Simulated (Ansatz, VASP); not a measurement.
**Ge: VASP beside Ansatz**

Contents of INCAR:

```
SYSTEM = Ge
ALGO = Normal
EDIFF = 1E-6
ENCUT = 520
GGA = CA
ISIF = 2
ISMEAR = 0
LASPH = .TRUE.
LCHARG = .FALSE.
LREAL = .FALSE.
LWAVE = .FALSE.
NBANDS = 21
NELM = 80
PREC = Accurate
SIGMA = 0.15
```

File KPOINTS:

```
k-points
0
G
  16 16 16
  0 0 0
```

File POSCAR:

```
Ge
1.0
    0.0000000000      2.8493453496      3.0274294340
    2.8493453496      0.0000000000      3.0274294340
    2.8493453496      2.8493453496      0.0000000000
Ge
2
Direct
    0.5000000000      0.5000000000      0.5000000000
    0.7500000000      0.7500000000      0.7500000000
```

Input for Ansatz:

```yaml
crystal:
  lattice:
    - [0.0, 2.8493453496, 3.027429434]
    - [2.8493453496, 0.0, 3.027429434]
    - [2.8493453496, 2.8493453496, 0.0]
  atoms:
    - { symbol: Ge, position: [0.5, 0.5, 0.5] }
    - { symbol: Ge, position: [0.75, 0.75, 0.75] }
basis:
  ecutwfc: 420
kpoints:
  mp_grid: { grid: [16, 16, 16] }
hamiltonian:
  xc: lda
scf:
  occupations: { method: gaussian, width: 0.15 }
output:
  forces: true
  stress: true
  eigenvalues: true
  write_density: true
  write_potential: true
  elf: true
  volumetric_format: npy
```

Alike in both runs: task single point; functional LDA; k mesh 16 × 16 × 16; occupations gaussian, width 0.15 eV; no spin polarisation.

|  | VASP | Ansatz |
| --- | --- | --- |
| version | VASP 6.6.1 | Ansatz 0.2.0 |
| potentials or method | VASP PAW LDA potentials, release 64 (Ge_d), cutoff 520 eV | scalar-relativistic, plane waves, PAW |
| valence electrons in the cell | 28 | 28 |

```tsv
	VASP	Ansatz	Ansatz less VASP
gap on the k mesh at the Fermi level (eV)	none	none	-
pressure (GPa)	-5.6	-5.6	-0.06
traceless stress, the component that is largest in VASP (GPa)	-2.90	-2.89	+0.015
```

LDA's correlation is that of Perdew and Zunger in VASP and of Perdew and Wang (1992) in Ansatz. A gap of «none» marks a metal or a gap that the smearing closes.
